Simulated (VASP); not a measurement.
# CaSe (F-43m) in VASP: notebook

Aim: see how the results for CaSe move with the level of theory and the settings. Levels: LDA, HF, HSE06. Tasks: relaxation of cell and atoms, single point.

Program: VASP 6.6.1. These are calculated values, not measurements. Logs are shortened: lines on timing, memory, paths and dates and some standing lists are left out, and cuts for length are marked.

### 1 The cell of the first run

Symmetry: F-43m, No. 216, cubic system. The conventional cell has a = 6.589 Å, b = 6.589 Å, c = 6.589 Å, α = 90.00°, β = 90.00°, γ = 90.00°. Within 3.8 Å of Ca (site symmetry -43m) lie 4 Se at 2.85 Å. Within 3.8 Å of Se (site symmetry -43m) lie 4 Ca at 2.85 Å.

### 2 Relaxation of cell and atoms, LDA

File INCAR:

```
PREC = Accurate ; ENCUT = 600
EDIFF = 1E-7 ; ISMEAR = -1
SIGMA = 0.02 ; LREAL = F
LASPH = T ; NELM = 100
ALGO = Normal ; ISIF = 3
LWAVE = F ; LCHARG = F
GGA = CA ; IBRION = 2
NSW = 80 ; EDIFFG = -0.005
```

File KPOINTS:

```
regular mesh
0
Gamma
  6 6 6
```

File POSCAR:

```
CaSe
1.0
    0.0000000000      3.2946874855      3.2946874855
    3.2946874855      0.0000000000      3.2946874855
    3.2946874855      3.2946874855      0.0000000000
Ca Se
1 1
Direct
    0.0000000000      0.0000000000      0.0000000000
    0.2500000000      0.2500000000      0.2500000000
```

Potentials or basis: VASP PAW LDA potentials, release 64 (Ca_sv, Se).

Launch:

```bash
> cat potpaw_LDA.64/Ca_sv/POTCAR potpaw_LDA.64/Se/POTCAR > POTCAR
> mpirun -np 1 vasp_std > vasp.out
```

OUTCAR:

```text
PREC = Accurate
   ENCUT = 600
   EDIFF = 1E-7
   ISMEAR = -1
   LREAL = F
   LASPH = T
   NELM = 100
   ISIF = 3
   GGA = CA
   IBRION = 2
   NSW = 80
   EDIFFG = -0.005

 ion  position               nearest neighbor table
   1  0.000  0.000  0.000-   2 2.85   2 2.85   2 2.85   2 2.85
   2  0.250  0.250  0.250-   1 2.85   1 2.85   1 2.85   1 2.85

  LATTYP: Found a face centered cubic cell.
 ALAT       =     6.5893749710

  Lattice vectors:

 A1 = (   0.0000000000,   3.2946874855,   3.2946874855)
 A2 = (   3.2946874855,   0.0000000000,   3.2946874855)
 A3 = (   3.2946874855,   3.2946874855,   0.0000000000)

Analysis of symmetry for initial positions (statically):
=====================================================================
 Subroutine PRICEL returns:
 Original cell was already a primitive cell.

 Routine SETGRP: Setting up the symmetry group for a
 face centered cubic supercell.

 Subroutine GETGRP returns: Found 24 space group operations
 (whereof 24 operations were pure point group operations)
 out of a pool of 48 trial point group operations.

The static configuration has the point symmetry T_d .

Analysis of symmetry for dynamics (positions and initial velocities):
=====================================================================
 Subroutine PRICEL returns:
 Original cell was already a primitive cell.

 Routine SETGRP: Setting up the symmetry group for a
 face centered cubic supercell.

 Subroutine GETGRP returns: Found 24 space group operations
 (whereof 24 operations were pure point group operations)
 out of a pool of 48 trial point group operations.

The dynamic configuration has the point symmetry T_d .

 Subroutine INISYM returns: Found 24 space group operations
 (whereof 24 operations are pure point group operations),
 and found     1 'primitive' translations

----------------------------------------------------------------------------------------

                                     Primitive cell

  volume of cell :      71.5274

  direct lattice vectors                    reciprocal lattice vectors
     0.000000000  3.294687485  3.294687485    -0.151759462  0.151759462  0.151759462
     3.294687485  0.000000000  3.294687485     0.151759462 -0.151759462  0.151759462
     3.294687485  3.294687485  0.000000000     0.151759462  0.151759462 -0.151759462

  length of vectors
     4.659391726  4.659391726  4.659391726     0.262855099  0.262855099  0.262855099

  position of ions in fractional coordinates (direct lattice)
     0.000000000  0.000000000  0.000000000
     0.250000000  0.250000000  0.250000000

  ion indices of the primitive-cell ions
   primitive index   ion index
                 1           1
                 2           2

----------------------------------------------------------------------------------------

 KPOINTS: regular mesh

Automatic generation of k-mesh.
 Grid dimensions read from file:
 generate k-points for:    6    6    6

 Generating k-lattice:

  Cartesian coordinates                     Fractional coordinates (reciprocal lattice)
    -0.025293244  0.025293244  0.025293244     0.166666667  0.000000000  0.000000000
     0.025293244 -0.025293244  0.025293244     0.000000000  0.166666667  0.000000000
     0.025293244  0.025293244 -0.025293244     0.000000000  0.000000000  0.166666667

  Length of vectors
     0.043809183  0.043809183  0.043809183

  Shift w.r.t. Gamma in fractional coordinates (k-lattice)
     0.000000000  0.000000000  0.000000000

 Subroutine IBZKPT returns following result:
 ===========================================

 Found     16 irreducible k-points:

 Following reciprocal coordinates:
            Coordinates               Weight
  0.000000  0.000000  0.000000      1.000000
  0.166667  0.000000  0.000000      8.000000
  0.333333  0.000000  0.000000      8.000000
  0.500000  0.000000  0.000000      4.000000
  0.166667  0.166667  0.000000      6.000000
  0.333333  0.166667  0.000000     24.000000
[... 8 lines left out ...]
 -0.333333  0.333333  0.166667     24.000000
 -0.333333  0.500000  0.166667     12.000000
   k-points           NKPTS =     16   k-points in BZ     NKDIM =     16   number of bands    NBANDS=     12
   number of dos      NEDOS =    301   number of ions     NIONS =      2
   total plane-waves  NPLWV =  64000
   dimension x,y,z NGX =    40 NGY =   40 NGZ =   40
   dimension x,y,z NGXF=    80 NGYF=   80 NGZF=   80
   ions per type =               1   1
   NGX,Y,Z   is equivalent  to a cutoff of  14.27, 14.27, 14.27 a.u.
   NGXF,Y,Z  is equivalent  to a cutoff of  28.54, 28.54, 28.54 a.u.
 SYSTEM =  unknown system
   PREC   = accura    normal or accurate (medium, high low for compatibility)
   ISTART =      0    job   : 0-new  1-cont  2-samecut
   ICHARG =      2    charge: 1-file 2-atom 10-const
   ISPIN  =      1    spin polarized calculation?
   LNONCOLLINEAR =      F non collinear calculations
   LSORBIT =      F    spin-orbit coupling
   LASPH  =      T    aspherical Exc in radial PAW
   ENCUT  =  600.0 eV  44.10 Ry    6.64 a.u.   9.31  9.31  9.31*2*pi/ulx,y,z
   NELM   =    100;   NELMIN=  2; NELMDL= -5     # of ELM steps
   EDIFF  = 0.1E-06   stopping-criterion for ELM
   LREAL  =      F    real-space projection
   EDIFFG = -.5E-02   stopping-criterion for IOM
   NSW    =     80    number of steps for IOM
   IBRION =      2    ionic relax: 0-MD 1-quasi-New 2-CG
   NFREE  =      1    steps in history (QN), initial steepest desc. (CG)
   ISIF   =      3    stress and relaxation
   ISYM   =      2    0-nonsym 1-usesym 2-fastsym
   POTIM  = 0.5000    time-step for ionic-motion
   TEBEG  =    0.0;   TEEND  =   0.0 temperature during run
   PSTRESS=    0.0 pullay stress
   NELECT =      16.0000    total number of electrons
   NUPDOWN=      -1.0000    fix difference up-down
   EMIN   =  10.00;   EMAX   =-10.00  energy-range for DOS
   EFERMI =   0.00;   METHOD = LEGACY
   ISMEAR =    -1;   SIGMA  =   0.02  broadening in eV -4-tet -1-fermi 0-gaus
   EFERMI_NEDOS =   21; number of points for ismear=-14 and -15
   IALGO  =     38    algorithm
   IMIX   =      4    mixing-type and parameters
     AMIX     =   0.40;   BMIX     =  1.00
     AMIX_MAG =   1.60;   BMIX_MAG =  1.00
  volume/ion in A,a.u.               =      35.76       241.35
  Fermi-wavevector in a.u.,A,eV,Ry     =   0.993781  1.877973 13.437117  0.987600
  Thomas-Fermi vector in A             =   2.125686
   LORBIT       =      0    0 simple, 1 ext, 2 COOP (PROOUT), +10 PAW based schemes
   GGA     = CA    functional components
   LHFCALC =     F    Hartree Fock is set to
   AEXX    =    0.0000 exact exchange contribution
   IVDW    =     0    specifies the selected vdW correction
   LEPSILON=     F    determine dielectric tensor
   LRPA    =     F    only Hartree local field effects (RPA)
 conjugate gradient relaxation of ions
 non-spin polarized calculation
  energy-cutoff  :      600.00
  volume of cell :       71.53
 maximum number of plane-waves:      2421
 NGX is ok and might be reduce to    40
   NGX = 19   NGY = 19   NGZ = 19

--------------------------------------- Ionic step        1  -------------------------------------------

 number of electron      16.0000000 magnetization

 Free energy of the ion-electron system (eV)
  ---------------------------------------------------
  ext. energy  EPLUGINS =         0.00000000
  ---------------------------------------------------
  free energy    TOTEN  =        -9.81956002 eV

  energy without entropy =       -9.81956002  energy(sigma->0) =       -9.81956002

------------------------ aborting loop because EDIFF is reached ----------------------------------------

  FORCE on cell =-STRESS in cart. coord.  units (eV):
  Direction    XX          YY          ZZ          XY          YZ          ZX
  --------------------------------------------------------------------------------------
  -------------------------------------------------------------------------------------
  Total       -1.0767766     -1.0767766     -1.0767766      0.0000000      0.0000000     -0.0000000
  in kB      -24.1192344    -24.1192344    -24.1192344      0.0000000      0.0000000     -0.0000000
  external PRESSURE =     -24.1192344 kB  Pullay stress =       0.0000000 kB

 VOLUME and BASIS-vectors are now :
 -----------------------------------------------------------------------------
  energy-cutoff  :      600.00
  volume of cell :       71.53
      direct lattice vectors                 reciprocal lattice vectors
     0.000000000  3.294687485  3.294687485    -0.151759462  0.151759462  0.151759462
     3.294687485  0.000000000  3.294687485     0.151759462 -0.151759462  0.151759462
     3.294687485  3.294687485  0.000000000     0.151759462  0.151759462 -0.151759462
[... 37 lines left out ...]
 POSITION                                       TOTAL-FORCE (eV/Angst)
 -----------------------------------------------------------------------------------
      6.41823      6.41823      6.41823        -0.000000     -0.000000     -0.000000
      1.60456      1.60456      1.60456         0.000000      0.000000      0.000000
 -----------------------------------------------------------------------------------
    total drift:                                0.000000      0.000000      0.000000

  FREE ENERGIE OF THE ION-ELECTRON SYSTEM (eV)
  ---------------------------------------------------
  free  energy   TOTEN  =        -9.8601398696 eV

  energy  without entropy=       -9.8601398696  energy(sigma->0) =       -9.86013987

--------------------------------------- Ionic step        3  -------------------------------------------

 number of electron      16.0000000 magnetization

 Free energy of the ion-electron system (eV)
  ---------------------------------------------------
  ext. energy  EPLUGINS =         0.00000000
  ---------------------------------------------------
  free energy    TOTEN  =        -9.86034103 eV

  energy without entropy =       -9.86034103  energy(sigma->0) =       -9.86034103

 E-fermi :   0.2768     XC(G=0):  -8.2458

 val. band max:       -0.2106813978   @ k =  -0.3333   0.3333   0.0000
 cond. band min:       2.9196107592   @ k =   0.0000   0.0000   0.0000
 fundamental gap:      3.1302921570
 Fermi energy:         0.2768051109

 k-point     1 :       0.0000    0.0000    0.0000
  band No.  band energies     occupation
      1     -38.5478      2.00000
      2     -19.8763      2.00000
      3     -19.8763      2.00000
      4     -19.8763      2.00000
      5     -10.6493      2.00000
      6      -0.3437      2.00000
      7      -0.3437      2.00000
      8      -0.3437      2.00000
      9       2.9196      0.00000
     10       5.1603      0.00000
     11       5.1603      0.00000
     12       7.4041      0.00000

 k-point     2 :       0.1667    0.0000    0.0000
  band No.  band energies     occupation
      1     -38.5471      2.00000
      2     -19.8928      2.00000
      3     -19.8783      2.00000
      4     -19.8783      2.00000
      5     -10.5715      2.00000
      6      -0.7867      2.00000
      7      -0.3127      2.00000
      8      -0.3127      2.00000
      9       3.7429      0.00000
     10       5.0273      0.00000
     11       5.0273      0.00000
     12       6.8959      0.00000
[... 230 lines left out ...]
 POSITION                                       TOTAL-FORCE (eV/Angst)
 -----------------------------------------------------------------------------------
      0.00000      0.00000      0.00000         0.000000     -0.000000      0.000000
      1.60722      1.60722      1.60722        -0.000000      0.000000     -0.000000
 -----------------------------------------------------------------------------------
    total drift:                                0.000000      0.000000      0.000000

  FREE ENERGIE OF THE ION-ELECTRON SYSTEM (eV)
  ---------------------------------------------------
  free  energy   TOTEN  =        -9.8603410320 eV

  energy  without entropy=       -9.8603410320  energy(sigma->0) =       -9.86034103

 reached required accuracy - stopping structural energy minimisation
```

It took 21 s on 1 thread of Intel Xeon 6975P-C (Granite Rapids), shared host; peak memory 0.2 GiB.

Results:

```
Free energy                           : -9.8603 eV
Relaxed volume                        : 33.21 Å³/atom
Relaxed cell                          : a = 4.546 Å, b = 4.546 Å, c = 4.546 Å, α = 60.00°, β = 60.00°, γ = 60.00°
Space group after relaxing (to 0.1 Å) : F-43m (No. 216)
Energy gained by relaxing             : 20.4 meV/atom
Ionic steps                           : 3
Pressure after relaxing               : 0.0 GPa
Band gap on the k mesh                : 3.13 eV (least direct gap 3.26 eV)
```

The path:
```tsv
step	energy change (eV)	largest force (eV/Å)	pressure (GPa)	volume (Å³)
1	0.0000	0.0000	-2.41	71.53
2	-0.0406	0.0000	0.19	66.10
3	-0.0408	0.0000	0.00	66.43
```

Final structure:
```
Ca Se
1.0
     0.00000    3.21444    3.21444
     3.21444    0.00000    3.21444
     3.21444    3.21444    0.00000
Ca Se
1 1
Direct
  0.00000 0.00000 0.00000
  0.25000 0.25000 0.25000
```

Levels at points of the mesh, in eV from the valence-band top:
| k point | band 5 | band 6 | band 7 | band 8 | band 9 | band 10 | band 11 | band 12 |
| --- | --- | --- | --- | --- | --- | --- | --- | --- |
| (0.00, 0.00, 0.00) | -10.44 | -0.13 | -0.13 | -0.13 | 3.13 | 5.37 | 5.37 | 7.61 |
| (0.50, 0.00, 0.00) | -10.12 | -1.33 | -0.03 | -0.03 | 5.06 | 5.50 | 5.50 | 5.87 |
| (0.50, 0.50, 0.00) | -10.02 | -1.38 | -0.02 | -0.02 | 3.36 | 4.96 | 6.18 | 6.19 |

A k mesh can miss the band edges.

### 3 Single point, HF

This run uses another cell than the first one, of 35.27 Å³/atom.

File POSCAR:

```
CaSe
1.0
    0.0000000000      3.2795613671      3.2795613671
    3.2795613671      0.0000000000      3.2795613671
    3.2795613671      3.2795613671      0.0000000000
Ca Se
1 1
Direct
    0.0000000000      0.0000000000      0.0000000000
    0.2500000000      0.2500000000      0.2500000000
```

File INCAR.step1:

```
SYSTEM = CaSe
PREC = Accurate
ENCUT = 520
EDIFF = 1E-5
ISMEAR = 0
SIGMA = 0.01
LREAL = .False.
LASPH = .True.
NELM = 100
ALGO = Normal
ISIF = 2
LWAVE = .True.
LCHARG = .False.
NBANDS = 15
GGA = PE
```

File INCAR.step2:

```
SYSTEM = CaSe
PREC = Accurate
ENCUT = 520
EDIFF = 1E-6
ISMEAR = 0
SIGMA = 0.01
LREAL = .False.
LASPH = .True.
NELM = 100
ALGO = Normal
ISIF = 2
LWAVE = .False.
LCHARG = .False.
GGA = PE
LHFCALC = .True.
AEXX = 1.0
ALDAC = 0.0
AGGAC = 0.0
PRECFOCK = Normal
NBANDS = 15
ISTART = 1
```

File KPOINTS:

```
Automatic mesh
0
Gamma
  4 4 4
  0 0 0
```

Potentials or basis: VASP PAW PBE potentials, release 64 (Ca_sv, Se).

Launch:

```bash
> cat potpaw_PBE.64/Ca_sv/POTCAR potpaw_PBE.64/Se/POTCAR > POTCAR
> cp INCAR.step1 INCAR
> mpirun -np 1 vasp_std > vasp.out
> cp INCAR.step2 INCAR
> mpirun -np 1 vasp_std > vasp.out
```

It took 20 min on 1 thread of Intel Xeon 8259CL, shared host; peak memory 0.22 GiB.

It converged, with:

| Quantity | Value |
| --- | --- |
| Free energy | -14.4831 eV |
| Pressure | 3.3 GPa |
| Band gap on the k mesh | 9.93 eV (least direct gap 9.97 eV) |

Levels at points of the mesh, in eV from the valence-band top:
| k point | band 6 | band 7 | band 8 | band 9 | band 10 | band 11 |
| --- | --- | --- | --- | --- | --- | --- |
| (0.00, 0.00, 0.00) | -0.04 | -0.04 | -0.04 | 9.93 | 14.37 | 14.37 |
| (0.50, 0.00, 0.00) | -1.75 | -0.01 | -0.01 | 12.47 | 13.52 | 13.86 |
| (0.50, 0.50, 0.00) | -1.71 | -0.19 | -0.19 | 10.38 | 12.73 | 15.52 |

Caveat: the cell stands under pressure; the PAW data sets were made with another functional, which shifts forces and pressure a little.

### 4 Single point, HSE06

This run uses another cell than the first one, of 35.57 Å³/atom.

File POSCAR:

```
CaSe
1.0
    0.0000000000      3.2886947340      3.2886947340
    3.2886947340      0.0000000000      3.2886947340
    3.2886947340      3.2886947340      0.0000000000
Ca Se
1 1
Direct
    0.0000000000      0.0000000000      0.0000000000
    0.2500000000      0.2500000000      0.2500000000
```

File INCAR.step1:

```
SYSTEM = CaSe
ALGO = Normal
EDIFF = 1E-5
ENCUT = 520
GGA = PE
ISIF = 2
ISMEAR = -1
LASPH = .TRUE.
LCHARG = .FALSE.
LREAL = .FALSE.
LWAVE = .TRUE.
NBANDS = 15
NELM = 60
PREC = Accurate
SIGMA = 0.02
```

File INCAR.step2:

```
SYSTEM = CaSe
ALGO = Normal
EDIFF = 1E-6
ENCUT = 520
GGA = PE
HFSCREEN = 0.2079
ISIF = 2
ISMEAR = -1
ISTART = 1
LASPH = .TRUE.
LCHARG = .FALSE.
LHFCALC = .TRUE.
LREAL = .FALSE.
LWAVE = .FALSE.
NBANDS = 15
NELM = 60
PREC = Accurate
PRECFOCK = Normal
SIGMA = 0.02
```

File KPOINTS:

```
k-points
0
G
  4 4 4
  0 0 0
```

Launch:

```bash
> cat potpaw_PBE.64/Ca_sv/POTCAR potpaw_PBE.64/Se/POTCAR > POTCAR
> cp INCAR.step1 INCAR
> mpirun -np 1 vasp_std > vasp.out
> cp INCAR.step2 INCAR
> mpirun -np 1 vasp_std > vasp.out
```

Wall time 14 min (1 thread of Intel Xeon 8259CL, shared host); peak memory 0.31 GiB.

The run converged. Its results:

| Item | Value |
| --- | --- |
| Free energy | -10.1325 eV |
| Pressure | 0.0 GPa |
| Band gap on the k mesh | 4.06 eV (least direct gap 4.14 eV) |

Levels at points of the mesh, in eV from the valence-band top:
```tsv
k point	band 4	band 5	band 6	band 7	band 8	band 9	band 10	band 11	band 12	band 13
(0.00, 0.00, 0.00)	-21.63	-11.30	-0.08	-0.08	-0.08	4.06	6.83	6.83	8.91	8.91
(0.50, 0.00, 0.00)	-21.64	-11.00	-1.34	-0.01	-0.01	6.20	6.86	6.86	6.94	7.85
(0.50, 0.50, 0.00)	-21.65	-10.91	-1.34	-0.08	-0.08	4.50	6.16	7.63	7.63	7.77
```

Caveat: the PAW data sets were made with another functional, which shifts forces and pressure a little. A k mesh can miss the band edges.

### 5 Summary

| task | level | potentials or basis | cell | k mesh | cutoff (eV) | smearing | grid for exact exchange (PRECFOCK) | share of exact exchange | screening parameter | gap on the mesh (eV) | pressure (GPa) |
| --- | --- | --- | --- | --- | --- | --- | --- | --- | --- | --- | --- |
| relaxation of cell and atoms | LDA | VASP PAW LDA potentials, release 64 (Ca_sv, Se) | relaxed from a = 4.659 Å, angles 60.0°, 2 atoms | 6 × 6 × 6 | 600 | fermi-dirac 0.02 eV | - | - | - | 3.13 | 0.0 |
| single point | HF | VASP PAW PBE potentials, release 64 (Ca_sv, Se) | a = 4.638 Å, angles 60.0°, 2 atoms | 4 × 4 × 4 | 520 | gaussian 0.01 eV | Normal | 1 | - | 9.93 | 3.3 |
| single point | HSE06 | VASP PAW PBE potentials, release 64 (Ca_sv, Se) | a = 4.651 Å, angles 60.0°, 2 atoms | 4 × 4 × 4 | 520 | fermi-dirac 0.02 eV | Normal | 0.25 | 0.2079 1/Å | 4.06 | 0.0 |

Alike in all rows: no spin polarisation.

Caveats: the PAW data sets were made with another functional, which shifts forces and pressure a little (at least some runs); the cell stands under pressure (at least some runs).

Absolute energies hang on the potentials; compare differences alone.
